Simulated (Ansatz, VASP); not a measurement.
**One calculation of Se, two programs**

```xyz
4
Lattice="3.4665 0.0000 0.0000 -1.7333 3.0021 0.0000 0.0000 0.0000 10.5128" Properties=species:S:1:pos:R:3 pbc="T T T"
Se    0.0000    2.0014    1.5370
Se    1.7333    1.0007    6.7934
Se    0.0000    2.0014    3.7194
Se    1.7333    1.0007    8.9758
```

Alike in both runs: functional PBE; k mesh 6 × 6 × 2; occupations gaussian, width 0.1 eV; no spin polarisation.

Ansatz relaxed the structure, and its values are those at the end. VASP's run is a single point on that final structure, the one shown.

```csv
,VASP,Ansatz
version,VASP 6.6.1,Ansatz 0.2.0
potentials or method,"VASP PAW PBE potentials, release 64 (Se), cutoff 520 eV","scalar-relativistic, plane waves, PAW"
valence electrons in the cell,24,64
```

Ansatz gave:

```
gap on the k mesh at the Fermi level (eV) : none
pressure (GPa)                            : 0.0
rms of the force components (eV/Å)        : 0.012
```

Task: Which values does VASP return?

Result: gap on the k mesh at the Fermi level (eV): none; pressure (GPa): 0.1; rms of the force components (eV/Å): 0.022.

A gap of «none» marks a metal or a gap that the smearing closes. The functional is the same, so the differences come from potentials, cutoffs and numerics. VASP's potentials hold 24 valence electrons a cell and Ansatz's 64, so a difference there can come from the potentials and not from the codes.
